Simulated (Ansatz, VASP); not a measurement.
One calculation of Li, two programs

The input INCAR:

```
SYSTEM = Li
PREC = Accurate
ENCUT = 600
EDIFF = 1E-6
ISMEAR = -1
SIGMA = 0.1
LREAL = .FALSE.
LASPH = .TRUE.
NELM = 60
ALGO = Normal
ISIF = 3
LWAVE = .FALSE.
LCHARG = .FALSE.
GGA = PS
IBRION = 2
NSW = 80
EDIFFG = -0.01
```

The input KPOINTS:

```
regular mesh
0
G
  12 12 12
  0 0 0
```

The input POSCAR:

```
Li
1.0
    1.5504989657      0.8951809952      7.5883000000
   -1.5504989657      0.8951809952      7.5883000000
    0.0000000000     -1.7903619905      7.5883000000
Li
3
Direct
    1.0000000000      0.0000000000      0.0000000000
    0.2220000000      0.2220000000      0.2220000000
    0.7780000000      0.7780000000      0.7780000000
```

Input for Ansatz:

```yaml
crystal:
  lattice:
    - [1.5504989657, 0.8951809952, 7.5883]
    - [-1.5504989657, 0.8951809952, 7.5883]
    - [0.0, -1.7903619905, 7.5883]
  atoms:
    - { symbol: Li, position: [1.0, 0.0, 0.0] }
    - { symbol: Li, position: [0.222, 0.222, 0.222] }
    - { symbol: Li, position: [0.778, 0.778, 0.778] }
hamiltonian:
  xc: pbesol
  pseudopotentials:
    kind: paw
    azcp:
      Li: "pseudopotentials/Li.paw.azcp"
basis:
  ecutwfc: 420
  fft_grid_basis: typed
kpoints:
  mp_grid: { grid: [12, 12, 12], shift: [0, 0, 0] }
magnetization:
  spin_polarized: false
scf:
  occupations: { method: fermi_dirac, width: 0.1 }
relax:
  max_steps: 60
  f_tol: 0.01
  cell: {}
output:
  write_density: true
  write_potential: true
  elf: true
  volumetric_format: npy
```

Alike in both runs: task relaxation of cell and atoms; functional PBEsol; k mesh 12 × 12 × 12; occupations fermi-dirac, width 0.1 eV; no spin polarisation.

```csv
,VASP,Ansatz
version,VASP 6.6.1,Ansatz 0.2.0
potentials or method,"VASP PAW PBE potentials, release 64 (Li_sv), cutoff 600 eV","plane waves (420 eV) with PAW, scalar-relativistic"
valence electrons in the cell,9,9
```

```csv
,VASP,Ansatz,Ansatz less VASP
relaxed volume (Å³/atom),20.00,20.21,+0.217
relaxed length of the cell vector where the two differ most in proportion (Å),7.647,7.664,+0.0169
```

VASP's potentials were made for PBE, not for PBEsol, and Ansatz warns of the same on its side.

Noted on VASP's run: the cutoff is under 1.25 times that of the potentials, so the pressure is a little rough.
